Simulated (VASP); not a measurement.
# MoSe2 (P6_3/mmc) in VASP: notebook

MoSe2 is run at these levels: PBE; tasks: relaxation of the atoms.

Everything below comes from runs of VASP 6.6.1. Logs are shortened: lines on timing, memory, paths and dates and some standing lists are left out, and cuts for length are marked.

## 1. The cell of the first run

Symmetry: P6_3/mmc, No. 194, hexagonal system. Conventional cell: a = 3.271 Å, b = 3.271 Å, c = 14.607 Å, α = 90.00°, β = 90.00°, γ = 120.00°. Mo (site symmetry -6m2) has 6 Se at 2.50 Å and 6 Mo at 3.27 Å within 3.3 Å. Se (site symmetry 3m) has 3 Mo at 2.50 Å and 7 Se at 3.27 to 3.29 Å within 3.3 Å.

## 2. Relaxation of the atoms, PBE (equal strain along all axes, cell held: -1.5 %)

File INCAR:

```
SYSTEM = MoSe2
  PREC = Accurate
  ENCUT = 450
  EDIFF = 1E-7
  ISMEAR = 0
  SIGMA = 0.02
  LREAL = .False.
  LASPH = .True.
  NELM = 120
  ALGO = Normal
  ISIF = 2
  LWAVE = .False.
  LCHARG = .False.
  GGA = PE
  IBRION = 2
  NSW = 60
  EDIFFG = -0.008
  GGA_COMPAT = .False.
  NELMIN = 4
```

File KPOINTS:

```
regular mesh
0
Gamma
  9 9 2
  0 0 0
```

File POSCAR:

```
MoSe2
1.0
    3.2711009107      0.0000000000      0.0000000000
   -1.6355504554      2.8328564870      0.0000000000
    0.0000000000      0.0000000000     14.6069511971
Mo Se
2 4
Direct
    0.6666666667      0.3333333333      0.7500000000
    0.3333333333      0.6666666667      0.2500000000
    0.3333333333      0.6666666667      0.8625283918
    0.6666666667      0.3333333333      0.3625283918
    0.3333333333      0.6666666667      0.6374716082
    0.6666666667      0.3333333333      0.1374716082
```

Potentials or basis: VASP PAW PBE potentials, release 64 (Mo_sv, Se).

The run is started by

```sh
cat potpaw_PBE.64/Mo_sv/POTCAR potpaw_PBE.64/Se/POTCAR > POTCAR
mpirun -np 1 vasp_std > vasp.out
```

OUTCAR:

```text
SYSTEM = MoSe2
   PREC = Accurate
   ENCUT = 450
   EDIFF = 1E-7
   ISMEAR = 0
   LREAL = .False.
   LASPH = .True.
   NELM = 120
   ISIF = 2
   GGA = PE
   IBRION = 2
   NSW = 60
   EDIFFG = -0.008
   NELMIN = 4

 ion  position               nearest neighbor table
   1  0.667  0.333  0.750-   3 2.50   5 2.50   3 2.50   5 2.50   3 2.50   5 2.50
   2  0.333  0.667  0.250-   4 2.50   6 2.50   4 2.50   6 2.50   4 2.50   6 2.50
   3  0.333  0.667  0.863-   1 2.50   1 2.50   1 2.50
   4  0.667  0.333  0.363-   2 2.50   2 2.50   2 2.50
   5  0.333  0.667  0.637-   1 2.50   1 2.50   1 2.50
   6  0.667  0.333  0.137-   2 2.50   2 2.50   2 2.50

  LATTYP: Found a hexagonal cell.
 ALAT       =     3.2711009107
 C/A-ratio  =     4.4654541684

  Lattice vectors:

 A1 = (   3.2711009107,   0.0000000000,   0.0000000000)
 A2 = (  -1.6355504554,   2.8328564870,   0.0000000000)
 A3 = (   0.0000000000,   0.0000000000,  14.6069511971)

Analysis of symmetry for initial positions (statically):
=====================================================================
 Subroutine PRICEL returns:
 Original cell was already a primitive cell.

 Routine SETGRP: Setting up the symmetry group for a
 hexagonal supercell.

 Subroutine GETGRP returns: Found 24 space group operations
 (whereof 12 operations were pure point group operations)
 out of a pool of 24 trial point group operations.

The static configuration has the point symmetry D_3d.
 The point group associated with its full space group is D_6h.

Analysis of symmetry for dynamics (positions and initial velocities):
=====================================================================
 Subroutine PRICEL returns:
 Original cell was already a primitive cell.

 Routine SETGRP: Setting up the symmetry group for a
 hexagonal supercell.

 Subroutine GETGRP returns: Found 24 space group operations
 (whereof 12 operations were pure point group operations)
 out of a pool of 24 trial point group operations.

The dynamic configuration has the point symmetry D_3d.
 The point group associated with its full space group is D_6h.

 Subroutine INISYM returns: Found 24 space group operations
 (whereof 12 operations are pure point group operations),
 and found     1 'primitive' translations

----------------------------------------------------------------------------------------

                                     Primitive cell

  volume of cell :     135.3562

  direct lattice vectors                    reciprocal lattice vectors
     3.271100911  0.000000000  0.000000000     0.305707475  0.176500293  0.000000000
    -1.635550455  2.832856487  0.000000000     0.000000000  0.353000586  0.000000000
     0.000000000  0.000000000 14.606951197     0.000000000  0.000000000  0.068460556

  length of vectors
     3.271100911  3.271100911 14.606951197     0.353000586  0.353000586  0.068460556

  position of ions in fractional coordinates (direct lattice)
     0.666666667  0.333333333  0.750000000
     0.333333333  0.666666667  0.250000000
     0.333333333  0.666666667  0.862528392
     0.666666667  0.333333333  0.362528392
     0.333333333  0.666666667  0.637471608
     0.666666667  0.333333333  0.137471608

  ion indices of the primitive-cell ions
   primitive index   ion index
                 1           1
                 2           2
                 3           3
                 4           4
                 5           5
                 6           6

----------------------------------------------------------------------------------------

 KPOINTS: regular mesh

Automatic generation of k-mesh.
 Grid dimensions read from file:
 generate k-points for:    9    9    2

 Generating k-lattice:

  Cartesian coordinates                     Fractional coordinates (reciprocal lattice)
     0.033967497  0.019611144  0.000000000     0.111111111 -0.000000000  0.000000000
     0.000000000  0.039222287  0.000000000     0.000000000  0.111111111  0.000000000
     0.000000000  0.000000000  0.034230278     0.000000000  0.000000000  0.500000000

  Length of vectors
     0.039222287  0.039222287  0.034230278

  Shift w.r.t. Gamma in fractional coordinates (k-lattice)
     0.000000000  0.000000000  0.000000000

 Subroutine IBZKPT returns following result:
 ===========================================

 Found     24 irreducible k-points:

 Following reciprocal coordinates:
            Coordinates               Weight
  0.000000  0.000000  0.000000      1.000000
  0.111111  0.000000  0.000000      6.000000
  0.222222  0.000000  0.000000      6.000000
  0.333333  0.000000  0.000000      6.000000
  0.444444  0.000000  0.000000      6.000000
  0.111111  0.111111  0.000000      6.000000
[... 16 lines left out ...]
  0.333333  0.222222  0.500000     12.000000
  0.333333  0.333333  0.500000      2.000000
   k-points           NKPTS =     24   k-points in BZ     NKDIM =     24   number of bands    NBANDS=     31
   number of dos      NEDOS =    301   number of ions     NIONS =      6
   total plane-waves  NPLWV =  62208
   dimension x,y,z NGX =    24 NGY =   24 NGZ =  108
   dimension x,y,z NGXF=    48 NGYF=   48 NGZF=  216
   ions per type =               2   4
   NGX,Y,Z   is equivalent  to a cutoff of  12.20, 12.20, 12.29 a.u.
   NGXF,Y,Z  is equivalent  to a cutoff of  24.39, 24.39, 24.58 a.u.
 SYSTEM =  MoSe2
   PREC   = accura    normal or accurate (medium, high low for compatibility)
   ISTART =      0    job   : 0-new  1-cont  2-samecut
   ICHARG =      2    charge: 1-file 2-atom 10-const
   ISPIN  =      1    spin polarized calculation?
   LNONCOLLINEAR =      F non collinear calculations
   LSORBIT =      F    spin-orbit coupling
   LASPH  =      T    aspherical Exc in radial PAW
   ENCUT  =  450.0 eV  33.07 Ry    5.75 a.u.   5.66  5.66 25.27*2*pi/ulx,y,z
   NELM   =    120;   NELMIN=  4; NELMDL= -5     # of ELM steps
   EDIFF  = 0.1E-06   stopping-criterion for ELM
   LREAL  =      F    real-space projection
   EDIFFG = -.8E-02   stopping-criterion for IOM
   NSW    =     60    number of steps for IOM
   IBRION =      2    ionic relax: 0-MD 1-quasi-New 2-CG
   NFREE  =      1    steps in history (QN), initial steepest desc. (CG)
   ISIF   =      2    stress and relaxation
   ISYM   =      2    0-nonsym 1-usesym 2-fastsym
   POTIM  = 0.5000    time-step for ionic-motion
   TEBEG  =    0.0;   TEEND  =   0.0 temperature during run
   PSTRESS=    0.0 pullay stress
   NELECT =      52.0000    total number of electrons
   NUPDOWN=      -1.0000    fix difference up-down
   EMIN   =  10.00;   EMAX   =-10.00  energy-range for DOS
   EFERMI =   0.00;   METHOD = LEGACY
   ISMEAR =     0;   SIGMA  =   0.02  broadening in eV -4-tet -1-fermi 0-gaus
   EFERMI_NEDOS =   21; number of points for ismear=-14 and -15
   IALGO  =     38    algorithm
   IMIX   =      4    mixing-type and parameters
     AMIX     =   0.40;   BMIX     =  1.00
     AMIX_MAG =   1.60;   BMIX_MAG =  1.00
  volume/ion in A,a.u.               =      22.56       152.24
  Fermi-wavevector in a.u.,A,eV,Ry     =   1.190099  2.248962 19.270430  1.416337
  Thomas-Fermi vector in A             =   2.326192
   LORBIT       =      0    0 simple, 1 ext, 2 COOP (PROOUT), +10 PAW based schemes
   GGA     = PE    functional components
   LHFCALC =     F    Hartree Fock is set to
   AEXX    =    0.0000 exact exchange contribution
   IVDW    =     0    specifies the selected vdW correction
   LEPSILON=     F    determine dielectric tensor
   LRPA    =     F    only Hartree local field effects (RPA)
 conjugate gradient relaxation of ions
 non-spin polarized calculation
 Gauss-broadening in eV      SIGMA  =   0.02
  energy-cutoff  :      450.00
  volume of cell :      135.36
 maximum number of plane-waves:      2966
 NGX is ok and might be reduce to    24
   NGX = 11   NGY = 11   NGZ = 51

--------------------------------------- Ionic step        1  -------------------------------------------

 number of electron      52.0000003 magnetization

 Free energy of the ion-electron system (eV)
  ---------------------------------------------------
  ext. energy  EPLUGINS =         0.00000000
  ---------------------------------------------------
  free energy    TOTEN  =       -39.87279696 eV

  energy without entropy =      -39.87279696  energy(sigma->0) =      -39.87279696

------------------------ aborting loop because EDIFF is reached ----------------------------------------

  FORCE on cell =-STRESS in cart. coord.  units (eV):
  Direction    XX          YY          ZZ          XY          YZ          ZX
  --------------------------------------------------------------------------------------
  -------------------------------------------------------------------------------------
  Total        4.3681617      4.3681617      5.0888650     -0.0000000      0.0000000      0.0000000
  in kB       51.7048396     51.7048396     60.2356250     -0.0000000      0.0000000      0.0000000
  external PRESSURE =      54.5484347 kB  Pullay stress =       0.0000000 kB
[... 65 lines left out ...]
  energy  without entropy=      -39.9379521248  energy(sigma->0) =      -39.93795212

--------------------------------------- Ionic step        3  -------------------------------------------

 number of electron      52.0000001 magnetization

 Free energy of the ion-electron system (eV)
  ---------------------------------------------------
  ext. energy  EPLUGINS =         0.00000000
  ---------------------------------------------------
  free energy    TOTEN  =       -39.93981859 eV

  energy without entropy =      -39.93981859  energy(sigma->0) =      -39.93981859

 E-fermi :   5.0169     XC(G=0):  -9.8977

 val. band max:        4.9104764924   @ k =   0.3333   0.3333   0.0000
 cond. band min:       6.2485389857   @ k =   0.2222   0.1111   0.0000
 fundamental gap:      1.3380624933
 Fermi energy:         5.0169351154

 k-point     1 :       0.0000    0.0000    0.0000
  band No.  band energies     occupation
      1     -55.9381      2.00000
      2     -55.9381      2.00000
      3     -30.1121      2.00000
      4     -30.1120      2.00000
      5     -29.9006      2.00000
      6     -29.9006      2.00000
[... 838 lines left out ...]
  FREE ENERGIE OF THE ION-ELECTRON SYSTEM (eV)
  ---------------------------------------------------
  free  energy   TOTEN  =       -39.9398185907 eV

  energy  without entropy=      -39.9398185907  energy(sigma->0) =      -39.93981859

 reached required accuracy - stopping structural energy minimisation
```

It took 3.4 min on 1 thread of Intel Xeon 8259CL, shared host; peak memory 0.28 GiB.

Results:

| Property | Result |
| --- | --- |
| Free energy | -39.9398 eV |
| Energy gained by relaxing | 11.2 meV/atom |
| Ionic steps | 3 |
| Pressure after relaxing | 2.0 GPa |
| Band gap on the k mesh | 1.34 eV (least direct gap 1.57 eV) |

The path:
| step | energy change (eV) | largest force (eV/Å) | pressure (GPa) |
| --- | --- | --- | --- |
| 1 | 0.0000 | 0.7677 | 5.45 |
| 2 | -0.0652 | 0.1246 | 2.59 |
| 3 | -0.0670 | 0.0017 | 2.02 |

Final structure:
```cif
data_structure
_symmetry_space_group_name_H-M 'P 1'
_symmetry_Int_Tables_number 1
_cell_length_a 3.2711
_cell_length_b 3.2711
_cell_length_c 14.6070
_cell_angle_alpha 90.000
_cell_angle_beta 90.000
_cell_angle_gamma 120.000
_cell_volume 135.36
loop_
_atom_site_label
_atom_site_type_symbol
_atom_site_fract_x
_atom_site_fract_y
_atom_site_fract_z
_atom_site_occupancy
Mo1 Mo 0.66667 0.33333 0.75000 1
Mo2 Mo 0.33333 0.66667 0.25000 1
Se1 Se 0.33333 0.66667 0.86559 1
Se2 Se 0.66667 0.33333 0.36559 1
Se3 Se 0.33333 0.66667 0.63441 1
Se4 Se 0.66667 0.33333 0.13441 1
```

Caveat: the cell differs from its parent crystal (equal strain along all axes, cell held: -1.5 %); an odd mesh through Γ misses points on the zone boundary, where band edges can lie; this functional lacks dispersion, which binds the layers, so the pressure and a relaxed spacing across them are unreliable.

## 3. Relaxation of the atoms, PBE (equal strain along all axes, cell held: -4.5 %)

File INCAR:

```
PREC     = Accurate       # precision mode
ENCUT    = 450            # plane-wave cutoff, eV
EDIFF    = 1E-7           # SCF threshold, eV
ISMEAR   = 0              # smearing method
SIGMA    = 0.02           # smearing width, eV
LREAL    = False          # projectors in reciprocal space
LASPH    = True           # aspherical terms in the spheres
NELM     = 120            # most SCF steps
ALGO     = Normal         # electronic algorithm
ISIF     = 2              # what is computed and relaxed
LWAVE    = False          # write WAVECAR
LCHARG   = False          # write CHGCAR
GGA      = PE             # functional
IBRION   = 2              # ionic algorithm
NSW      = 60             # ionic steps
EDIFFG   = -0.008         # ionic threshold
GGA_COMPAT= False        
NELMIN   = 4
```

File KPOINTS:

```
Automatic mesh
0
Gamma
  9 9 2
```

File POSCAR:

```
MoSe2
1.0
    3.1714734718      0.0000000000      0.0000000000
   -1.5857367359      2.7465765940      0.0000000000
    0.0000000000      0.0000000000     14.1620694348
Mo Se
2 4
Direct
    0.6666666667      0.3333333333      0.7500000000
    0.3333333333      0.6666666667      0.2500000000
    0.3333333333      0.6666666667      0.8684998514
    0.6666666667      0.3333333333      0.3684998514
    0.3333333333      0.6666666667      0.6315001486
    0.6666666667      0.3333333333      0.1315001486
```

Potentials or basis: VASP PAW PBE potentials, release 64 (Mo_sv, Se).

The run is started by

```sh
cat potpaw_PBE.64/Mo_sv/POTCAR potpaw_PBE.64/Se/POTCAR > POTCAR
mpirun -np 1 vasp_std > vasp.out
```

It took 3.1 min on 1 thread of Intel Xeon Platinum 8375C at 2.90GHz (Ice Lake), shared host; peak memory 0.25 GiB.

It converged, with:

```
Free energy               : -39.6021 eV
Energy gained by relaxing : 12.7 meV/atom
Ionic steps               : 3
Pressure after relaxing   : 7.2 GPa
Band gap on the k mesh    : 1.10 eV (least direct gap 1.71 eV)
```

Stress tensor (GPa, compression positive):
```
10.48  0.00  0.00
 0.00 10.48  0.00
 0.00  0.00  0.53
```

The path:
```tsv
step	energy change (eV)	largest force (eV/Å)	pressure (GPa)
1	0.0000	0.8295	11.33
2	-0.0747	0.1181	7.77
3	-0.0763	0.0015	7.16
```

Final structure:
```
Mo Se
1.0
     3.17147    0.00000    0.00000
    -1.58574    2.74658    0.00000
     0.00000    0.00000   14.16207
Mo Se
2 4
Cartesian
  1.5857 0.9155 10.6216
  0.0000 1.8311 3.5405
  0.0000 1.8311 12.3469
  1.5857 0.9155 5.2659
  0.0000 1.8311 8.8962
  1.5857 0.9155 1.8151
```

Levels at points of the mesh, in eV from the valence-band top:
```tsv
k point	band 24	band 25	band 26	band 27	band 28	band 29
(0.00, 0.00, 0.00)	-0.84	-0.84	-0.40	3.16	3.16	3.19
(0.00, 0.00, 0.50)	-0.84	-0.63	-0.63	3.17	3.17	3.17
```

Caveat: the cell differs from its parent crystal (equal strain along all axes, cell held: -4.5 %); an odd mesh through Γ misses points on the zone boundary, where band edges can lie; this functional lacks dispersion, which binds the layers, so the pressure and a relaxed spacing across them are unreliable.
